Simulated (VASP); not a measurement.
A run of VASP 6.6.1 is set up as follows.

File INCAR:

```
  ALGO = Normal
  EDIFF = 1E-6
  ENCUT = 520
  GGA = CA
  ISIF = 2
  ISMEAR = 0
  ISPIN = 2
  LASPH = T
  LCHARG = T
  LELF = T
  LMAXMIX = 4
  LORBIT = 11
  LREAL = F
  LVHAR = T
  LWAVE = F
  MAGMOM = 3.79 0.35
  NBANDS = 18
  NELM = 150
  PREC = Accurate
  SIGMA = 0.1
```

Contents of KPOINTS:

```
k-points
0
Gamma
  18 18 18
```

Contents of POSCAR:

```
FeO
1.0
    1.4797235243      0.8543187751      2.4164225784
   -1.4797235243      0.8543187751      2.4164225784
    0.0000000000     -1.7086375501      2.4164225784
Fe O
1 1
Direct
    0.0000000000      0.0000000000      0.0000000000
    0.5000000000      0.5000000000      0.5000000000
```

Potentials or basis: VASP PAW LDA potentials, release 64 (Fe, O).

Command:

```console
$ cat potpaw_LDA.64/Fe/POTCAR potpaw_LDA.64/O/POTCAR > POTCAR
$ mpirun -np 1 vasp_std > vasp.out
```

(1) Estimate the site moments.

(2) Predict the net moment.

Answers

(1) Fe +3.38; O +0.28 μB.

(2) 3.75 μB per cell.

Caveat: a cell with one magnetic atom can't hold antiferromagnetic order, which such compounds often take.
